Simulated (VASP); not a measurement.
# BN in VASP: a series of runs

The runs below take BN through single point, with PBE, LDA, PBEsol.

All numbers are computed with VASP 6.6.1; they aren't measurements. Logs are shortened: lines on timing, memory, paths and dates and some standing lists are left out, and cuts for length are marked.

## (1) The cell of the first run

The typed cell holds 2 atoms: a = 4.112 Å, b = 2.502 Å, c = 3.713 Å, α = 80.29°, β = 36.85°, γ = 62.86°.

## (2) Single point, PBE (atoms moved at random)

INCAR

```
PREC = Accurate
ENCUT = 520
EDIFF = 1E-6
ISMEAR = -1
SIGMA = 0.05
LREAL = False
LASPH = True
NELM = 60
ALGO = Normal
ISIF = 2
LWAVE = False
LCHARG = False
GGA = PE
NBANDS = 11
```

KPOINTS

```
Automatic mesh
0
Gamma
  13 13 13
```

POSCAR

```
BN
1.0
    0.0000000000      3.4953158300      2.1660912400
    1.2516321000      0.0000000000      2.1660912400
    1.2516321000      3.4953158300      0.0000000000
N B
1 1
Direct
    0.6608190000      0.6974220000      0.3268340000
    0.0070130000      0.0078650000      0.9907430000
```

Potentials or basis: VASP PAW PBE potentials, release 64 (N, B).

Command:

```
cat potpaw_PBE.64/N/POTCAR potpaw_PBE.64/B/POTCAR > POTCAR
mpirun -np 1 vasp_std > vasp.out
```

OUTCAR:

```text
PREC = Accurate
   ENCUT = 520
   EDIFF = 1E-6
   ISMEAR = -1
   LREAL = False
   LASPH = True
   NELM = 60
   ISIF = 2
   GGA = PE

 ion  position               nearest neighbor table
   1  0.661  0.697  0.327-   2 1.42   2 1.43   2 1.48
   2  0.007  0.008  0.991-   1 1.42   1 1.43   1 1.48

  LATTYP: Found a face centered orthorhombic cell.
 ALAT       =     2.5032642000
 B/A-ratio  =     1.7306133647
 C/A-ratio  =     2.7926064137

  Lattice vectors:

 A1 = (   0.0000000000,   3.4953158300,   2.1660912400)
 A2 = (  -1.2516321000,   3.4953158300,   0.0000000000)
 A3 = (  -1.2516321000,   0.0000000000,   2.1660912400)

Analysis of symmetry for initial positions (statically):
=====================================================================
 Subroutine PRICEL returns:
 Original cell was already a primitive cell.

 Routine SETGRP: Setting up the symmetry group for a
 face centered orthorhombic supercell.

 Subroutine GETGRP returns: Found  1 space group operations
 (whereof  1 operations were pure point group operations)
 out of a pool of  8 trial point group operations.

The static configuration has the point symmetry C_1 .

Analysis of symmetry for dynamics (positions and initial velocities):
=====================================================================
 Subroutine PRICEL returns:
 Original cell was already a primitive cell.

 Routine SETGRP: Setting up the symmetry group for a
 face centered orthorhombic supercell.

 Subroutine GETGRP returns: Found  1 space group operations
 (whereof  1 operations were pure point group operations)
 out of a pool of  8 trial point group operations.

The dynamic configuration has the point symmetry C_1 .

 Subroutine INISYM returns: Found  1 space group operations
 (whereof  1 operations are pure point group operations),
 and found     1 'primitive' translations

----------------------------------------------------------------------------------------

                                     Primitive cell

  volume of cell :      18.9526

  direct lattice vectors                    reciprocal lattice vectors
     0.000000000  3.495315830  2.166091240    -0.399478409  0.143048590  0.230830535
     1.251632100  0.000000000  2.166091240     0.399478409 -0.143048590  0.230830535
     1.251632100  3.495315830  0.000000000     0.399478409  0.143048590 -0.230830535

  length of vectors
     4.112077822  2.501706252  3.712656147     0.483041027  0.483041027  0.483041027

  position of ions in fractional coordinates (direct lattice)
     0.660819000  0.697422000  0.326834000
     0.007013000  0.007865000  0.990743000

  ion indices of the primitive-cell ions
   primitive index   ion index
                 1           1
                 2           2

----------------------------------------------------------------------------------------

 KPOINTS: Automatic mesh

Automatic generation of k-mesh.
 Grid dimensions read from file:
 generate k-points for:   13   13   13

 Generating k-lattice:

  Cartesian coordinates                     Fractional coordinates (reciprocal lattice)
    -0.030729108  0.011003738  0.017756195     0.076923077  0.000000000  0.000000000
     0.030729108 -0.011003738  0.017756195     0.000000000  0.076923077  0.000000000
     0.030729108  0.011003738 -0.017756195    -0.000000000 -0.000000000  0.076923077

  Length of vectors
     0.037157002  0.037157002  0.037157002

  Shift w.r.t. Gamma in fractional coordinates (k-lattice)
     0.000000000  0.000000000  0.000000000

 Subroutine IBZKPT returns following result:
 ===========================================

 Found   1099 irreducible k-points:

 Following reciprocal coordinates:
            Coordinates               Weight
  0.000000  0.000000  0.000000      1.000000
  0.076923 -0.000000 -0.000000      2.000000
 -0.076923 -0.076923 -0.076923      2.000000
 -0.000000  0.076923  0.000000      2.000000
  0.000000  0.000000  0.076923      2.000000
  0.153846 -0.000000  0.000000      2.000000
[... 16 lines left out ...]
 -0.461538 -0.461538 -0.461538      2.000000
 -0.000000  0.461538  0.000000      2.000000
 [... further k-points ...]
   k-points           NKPTS =   1099   k-points in BZ     NKDIM =   1099   number of bands    NBANDS=     11
   number of dos      NEDOS =    301   number of ions     NIONS =      2
   total plane-waves  NPLWV =  17920
   dimension x,y,z NGX =    32 NGY =   20 NGZ =   28
   dimension x,y,z NGXF=    64 NGYF=   40 NGZF=   56
   ions per type =               1   1
   NGX,Y,Z   is equivalent  to a cutoff of  12.94, 13.29, 12.54 a.u.
   NGXF,Y,Z  is equivalent  to a cutoff of  25.87, 26.58, 25.08 a.u.
 SYSTEM =  unknown system
   PREC   = accura    normal or accurate (medium, high low for compatibility)
   ISTART =      0    job   : 0-new  1-cont  2-samecut
   ICHARG =      2    charge: 1-file 2-atom 10-const
   ISPIN  =      1    spin polarized calculation?
   LNONCOLLINEAR =      F non collinear calculations
   LSORBIT =      F    spin-orbit coupling
   LASPH  =      T    aspherical Exc in radial PAW
   ENCUT  =  520.0 eV  38.22 Ry    6.18 a.u.   7.65  4.65  6.90*2*pi/ulx,y,z
   NELM   =     60;   NELMIN=  2; NELMDL= -5     # of ELM steps
   EDIFF  = 0.1E-05   stopping-criterion for ELM
   LREAL  =      F    real-space projection
   EDIFFG = 0.1E-04   stopping-criterion for IOM
   NSW    =      0    number of steps for IOM
   IBRION =     -1    ionic relax: 0-MD 1-quasi-New 2-CG
   NFREE  =      0    steps in history (QN), initial steepest desc. (CG)
   ISIF   =      2    stress and relaxation
   ISYM   =      2    0-nonsym 1-usesym 2-fastsym
   POTIM  = 0.5000    time-step for ionic-motion
   TEBEG  =    0.0;   TEEND  =   0.0 temperature during run
   PSTRESS=    0.0 pullay stress
   NELECT =       8.0000    total number of electrons
   NUPDOWN=      -1.0000    fix difference up-down
   EMIN   =  10.00;   EMAX   =-10.00  energy-range for DOS
   EFERMI =   0.00;   METHOD = LEGACY
   ISMEAR =    -1;   SIGMA  =   0.05  broadening in eV -4-tet -1-fermi 0-gaus
   EFERMI_NEDOS =   21; number of points for ismear=-14 and -15
   IALGO  =     38    algorithm
   IMIX   =      4    mixing-type and parameters
     AMIX     =   0.40;   BMIX     =  1.00
     AMIX_MAG =   1.60;   BMIX_MAG =  1.00
  volume/ion in A,a.u.               =       9.48        63.95
  Fermi-wavevector in a.u.,A,eV,Ry     =   1.228047  2.320672 20.518928  1.508099
  Thomas-Fermi vector in A             =   2.362987
   LORBIT       =      0    0 simple, 1 ext, 2 COOP (PROOUT), +10 PAW based schemes
   GGA     = PE    functional components
   LHFCALC =     F    Hartree Fock is set to
   AEXX    =    0.0000 exact exchange contribution
   IVDW    =     0    specifies the selected vdW correction
   LEPSILON=     F    determine dielectric tensor
   LRPA    =     F    only Hartree local field effects (RPA)
 non-spin polarized calculation
  energy-cutoff  :      520.00
  volume of cell :       18.95
 maximum number of plane-waves:       527
   NGX = 15   NGY =  9   NGZ = 13

 number of electron       7.9999999 magnetization

 Free energy of the ion-electron system (eV)
  ---------------------------------------------------
  ext. energy  EPLUGINS =         0.00000000
  ---------------------------------------------------
  free energy    TOTEN  =       -17.54829907 eV

  energy without entropy =      -17.54829907  energy(sigma->0) =      -17.54829907

 E-fermi :   2.9914     XC(G=0):  -9.7405

 val. band max:        1.9965224561   @ k =  -0.4615  -0.3077   0.1538
 cond. band min:       5.7150246977   @ k =   0.0000   0.4615   0.4615
 fundamental gap:      3.7185022417
 Fermi energy:         2.9913701385

 k-point     1 :       0.0000    0.0000    0.0000
  band No.  band energies     occupation
      1     -15.8867      2.00000
      2      -2.5011      2.00000
      3       0.1186      2.00000
      4       1.0276      2.00000
      5       6.8189      0.00000
      6      12.9291      0.00000
      7      14.1270      0.00000
      8      14.9710      0.00000
      9      16.4166      0.00000
     10      27.5741      0.00000
     11      28.6531      0.00000

 k-point     2 :       0.0769   -0.0000   -0.0000
  band No.  band energies     occupation
      1     -15.7693      2.00000
      2      -2.3853      2.00000
      3      -0.2794      2.00000
      4       0.7269      2.00000
      5       7.0850      0.00000
      6      13.1736      0.00000
      7      14.2762      0.00000
      8      14.5571      0.00000
      9      16.8295      0.00000
     10      27.3192      0.00000
     11      27.9231      0.00000

 k-point     3 :      -0.0769   -0.0769   -0.0769
  band No.  band energies     occupation
      1     -15.7673      2.00000
      2      -2.3885      2.00000
      3      -0.0811      2.00000
      4       0.4991      2.00000
      5       7.0940      0.00000
      6      12.9646      0.00000
      7      14.5763      0.00000
      8      14.6174      0.00000
      9      16.7368      0.00000
     10      27.1725      0.00000
     11      27.9156      0.00000

 k-point     4 :      -0.0000    0.0769    0.0000
  band No.  band energies     occupation
      1     -15.7673      2.00000
      2      -2.3885      2.00000
      3      -0.0811      2.00000
      4       0.4994      2.00000
      5       7.0929      0.00000
      6      12.9626      0.00000
      7      14.5776      0.00000
      8      14.6166      0.00000
      9      16.7399      0.00000
     10      27.1647      0.00000
     11      27.9197      0.00000
[... 239 lines left out ...]
 k-point    22 :       0.4615   -0.0000    0.0000
  band No.  band energies     occupation
      1     -12.8142      2.00000
      2      -6.9077      2.00000
      3      -2.0785      2.00000
      4       0.8971      2.00000
      5       6.7042      0.00000
      6      11.7197      0.00000
      7      14.9694      0.00000
      8      17.8063      0.00000
      9      21.7675      0.00000
     10      23.3564      0.00000
     11      25.2625      0.00000

 k-point    23 :      -0.4615   -0.4615   -0.4615
  band No.  band energies     occupation
      1     -12.7373      2.00000
      2      -6.7812      2.00000
      3      -2.4429      2.00000
      4       0.7054      2.00000
      5       7.1139      0.00000
      6      11.6911      0.00000
      7      14.9545      0.00000
      8      17.8371      0.00000
      9      21.3569      0.00000
     10      23.8076      0.00000
     11      25.2324      0.00000

 k-point    24 :      -0.0000    0.4615    0.0000
  band No.  band energies     occupation
      1     -12.7370      2.00000
      2      -6.7834      2.00000
      3      -2.4429      2.00000
      4       0.7362      2.00000
      5       6.9848      0.00000
      6      11.7467      0.00000
      7      15.0340      0.00000
      8      17.9730      0.00000
      9      21.4863      0.00000
     10      23.7781      0.00000
     11      25.2408      0.00000

 [... further k-points ...]

------------------------ aborting loop because EDIFF is reached ----------------------------------------

  FORCE on cell =-STRESS in cart. coord.  units (eV):
  Direction    XX          YY          ZZ          XY          YZ          ZX
  --------------------------------------------------------------------------------------
  -------------------------------------------------------------------------------------
  Total        0.3035396      0.1730968      0.8519605      0.0438729      0.0262282     -0.3859832
  in kB       25.6599687     14.6328814     72.0211737      3.7088276      2.2172255    -32.6294003
  external PRESSURE =      37.4380080 kB  Pullay stress =       0.0000000 kB

 VOLUME and BASIS-vectors are now :
 -----------------------------------------------------------------------------
  energy-cutoff  :      520.00
  volume of cell :       18.95
      direct lattice vectors                 reciprocal lattice vectors
     0.000000000  3.495315830  2.166091240    -0.399478409  0.143048590  0.230830535
     1.251632100  0.000000000  2.166091240     0.399478409 -0.143048590  0.230830535
     1.251632100  3.495315830  0.000000000     0.399478409  0.143048590 -0.230830535

 POSITION                                       TOTAL-FORCE (eV/Angst)
 -----------------------------------------------------------------------------------
      1.28199      3.45216      2.94207        -1.242555      0.452014     -0.889593
      1.24989      3.48747      0.03223         1.242555     -0.452014      0.889593
 -----------------------------------------------------------------------------------
    total drift:                               -0.000114      0.000008     -0.000029

  FREE ENERGIE OF THE ION-ELECTRON SYSTEM (eV)
  ---------------------------------------------------
  free  energy   TOTEN  =       -17.5482990719 eV

  energy  without entropy=      -17.5482990718  energy(sigma->0) =      -17.54829907
```

Run time: 3.7 min. Hardware: 1 thread of Intel Xeon Platinum 8375C at 2.90GHz (Ice Lake), shared host; peak memory 0.33 GiB.

What came out:

```
Free energy            : -17.5483 eV
Pressure               : 3.7 GPa
Largest force          : 1.594 eV/Å
Band gap on the k mesh : 3.72 eV (least direct gap 4.65 eV)
```

Forces in eV/Å, atoms in the order of the input:
```
N   -1.243  0.452 -0.890
B    1.243 -0.452  0.890
```

Caveat: the cell differs from its parent crystal (atoms moved at random); the stress differs along the axes, from 1 to 7 GPa; forces of over 1 eV/Å act on the atoms, so gaps and moduli don't describe the material at rest. A k mesh can miss the band edges.

(Continued in part 2 of 2.)
